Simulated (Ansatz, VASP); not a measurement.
Two plane-wave programs on WS2

```
CELL_PARAMETERS angstrom
0.00000 3.52682 3.52682
3.52682 0.00000 3.52682
3.52682 3.52682 0.00000
ATOMIC_POSITIONS crystal
W 0.00000 0.00000 0.00000
W 0.25000 0.25000 0.25000
S 0.62500 0.62500 0.62500
S 0.12500 0.62500 0.62500
S 0.62500 0.62500 0.12500
S 0.62500 0.12500 0.62500
```

Alike in both runs: functional r2SCAN; k mesh 4 × 4 × 4; occupations gaussian, width 0.1 eV; no spin polarisation.

Ansatz relaxed the structure, and its values are those at the end. VASP's run is a single point on that final structure, the one shown.

|  | VASP | Ansatz |
| --- | --- | --- |
| version | VASP 6.6.1 | Ansatz 0.2.0 |
| potentials or method | VASP PAW PBE potentials, release 64 (W_sv, S), cutoff 520 eV | scalar-relativistic, plane waves, PAW |
| valence electrons in the cell | 52 | 52 |

Ansatz gave:

- gap on the k mesh at the Fermi level (eV): none
- pressure (GPa): 0.0

**Question.** Estimate VASP's values.

**Answer.** gap on the k mesh at the Fermi level (eV): none; pressure (GPa): 0.1.

VASP's potentials were made for PBE, not for r2SCAN. A gap of «none» marks a metal or a gap that the smearing closes.

The k mesh is coarse, so the values compare programs but aren't converged. Neither program's run includes spin-orbit coupling.
